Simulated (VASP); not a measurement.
A run of VASP 6.6.1 is set up as follows.

INCAR

```
ALGO = Normal
EDIFF = 1E-7
ENCUT = 520
GGA = PS
ISIF = 2
ISMEAR = 0
IVDW = 12
LASPH = True
LCHARG = False
LREAL = False
LWAVE = False
NBANDS = 22
NELM = 100
PREC = Accurate
SIGMA = 0.15
```

KPOINTS

```
k-points
0
Gamma
  14 14 14
```

Contents of POSCAR:

```
GaSb3
1.0
    0.0000000000      3.5855047185      3.5855047185
    3.5855047185      0.0000000000      3.5855047185
    3.5855047185      3.5855047185      0.0000000000
Ga Sb
1 3
Direct
    0.0000000000      0.0000000000      0.0000000000
    0.2500000000      0.2500000000      0.2500000000
    0.7500000000      0.7500000000      0.7500000000
    0.5000000000      0.5000000000      0.5000000000
```

Potentials or basis: VASP PAW PBE potentials, release 64 (Ga_d, Sb).

The run is started by

```sh
$ cat potpaw_PBE.64/Ga_d/POTCAR potpaw_PBE.64/Sb/POTCAR > POTCAR
$ mpirun -np 1 vasp_std > vasp.out
```

**Question.** Predict the pressure.

**Answer.** 0.5 GPa.

**Question.** Predict the band gap on the k mesh.

**Answer.** Zero (band 14 reaches 10.38 eV, above the bottom of band 15 at 6.17 eV).

**Question.** What does it give for the dispersion energy per atom?

**Answer.** -0.493 eV.

Caveat: the PAW data sets were made with another functional, which shifts forces and pressure a little; spin-orbit coupling is left out, which moves the levels of the heavy elements; pairwise dispersion overbinds metals, which lowers pressure and volume.
